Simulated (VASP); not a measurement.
PbS: single point with r2SCAN

PbS:

```xyz
2
Lattice="0.0000 2.9706 2.9706 2.9706 0.0000 2.9706 2.9706 2.9706 0.0000" Properties=species:S:1:pos:R:3 pbc="T T T"
Pb    0.0000    0.0000    0.0000
S     2.9706    2.9706    2.9706
```

```json
{
 "Program": "VASP 6.6.1",
 "Task": "single point",
 "Functional": "r2SCAN",
 "Potentials or basis": "VASP PAW PBE potentials, release 64 (Pb_d, S)",
 "Cutoff": "520 eV",
 "k mesh": "4 × 4 × 4",
 "Occupations": "gaussian, width 0.01 eV",
 "Spin": "no spin polarisation",
 "Dipole correction": "no",
 "Further INCAR settings": "ALGO = Normal; EDIFF = 1e-06; NBANDS = 17"
}
```

```
Pressure               : 1.1 GPa
Band gap on the k mesh : 0.64 eV
```

Levels at points of the mesh, in eV from the valence-band top:
```
           k point  band 6  band 7  band 8  band 9  band 10  band 11  band 12  band 13  band 14  band 15
(0.00, 0.00, 0.00)  -14.17   -6.11   -2.31   -2.31    -2.31     5.54     5.54     5.54     7.15     7.15
(0.50, 0.00, 0.00)  -12.93   -9.08   -1.91   -1.91     0.00     0.64     2.20     2.20     9.16    10.63
(0.50, 0.50, 0.00)  -12.47   -7.36   -5.34   -3.58    -3.58     4.17     5.99     6.07     6.07    11.70
```

Run time: 62 s on 1 thread of Intel Xeon 8259CL, with other jobs on the host, peak memory 0.18 GiB.

Caveat: the k points lie up to 0.46 Å⁻¹ apart; the PAW data sets were made with another functional, which shifts forces and pressure a little; spin-orbit coupling is left out, which moves the levels of the heavy elements. A k mesh can miss the band edges.
